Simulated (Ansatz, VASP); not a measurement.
One calculation of MgO, two programs

File INCAR:

```
PREC = Accurate ; ENCUT = 600
EDIFF = 1E-6 ; ISMEAR = -1
SIGMA = 0.05 ; LREAL = False
LASPH = True ; NELM = 80
ALGO = Normal ; ISIF = 3
LWAVE = False ; LCHARG = False
GGA = PS ; IBRION = 2
NSW = 80 ; EDIFFG = -0.005
```

File KPOINTS:

```
Automatic mesh
0
Gamma
  11 11 11
```

Contents of POSCAR:

```
MgO
1.0
    0.0000000000      2.0970013927      2.0970013927
    2.0970013927      0.0000000000      2.0970013927
    2.0970013927      2.0970013927      0.0000000000
Mg O
1 1
Direct
    0.0000000000      0.0000000000      0.0000000000
    0.5000000000      0.5000000000      0.5000000000
```

input.yaml

```yaml
crystal:
  lattice:
    - [0.0, 2.0970013927, 2.0970013927]
    - [2.0970013927, 0.0, 2.0970013927]
    - [2.0970013927, 2.0970013927, 0.0]
  atoms:
    - { symbol: Mg, position: [0.0, 0.0, 0.0] }
    - { symbol: O, position: [0.5, 0.5, 0.5] }
kpoints:
  mp_grid: { grid: [11, 11, 11] }
scf:
  occupations: { method: fermi_dirac, width: 0.05 }
hamiltonian:
  xc: pbesol
  pseudopotentials: { kind: all_electron, lapw: { basis_error: 0.001 } }
output:
  forces: true
  stress: true
relax:
  f_tol: 0.005
  max_steps: 60
  cell: {}
```

Alike in both runs: task relaxation of cell and atoms; functional PBEsol; k mesh 11 × 11 × 11; occupations fermi-dirac, width 0.05 eV; no spin polarisation.

```csv
,VASP,Ansatz
version,VASP 6.6.1,Ansatz 0.2.0
potentials or method,"VASP PAW PBE potentials, release 64 (Mg, O), cutoff 600 eV","all-electron LAPW, scalar-relativistic"
```

|  | VASP | Ansatz | Ansatz less VASP |
| --- | --- | --- | --- |
| relaxed volume (Å³/atom) | 9.31 | 9.36 | +0.044 |
| relaxed cell length with the largest relative difference (Å) | 2.976 | 2.980 | +0.0046 |

VASP's potentials were made for PBE, not for PBEsol. Ansatz ran all-electron here, and VASP with PAW potentials.
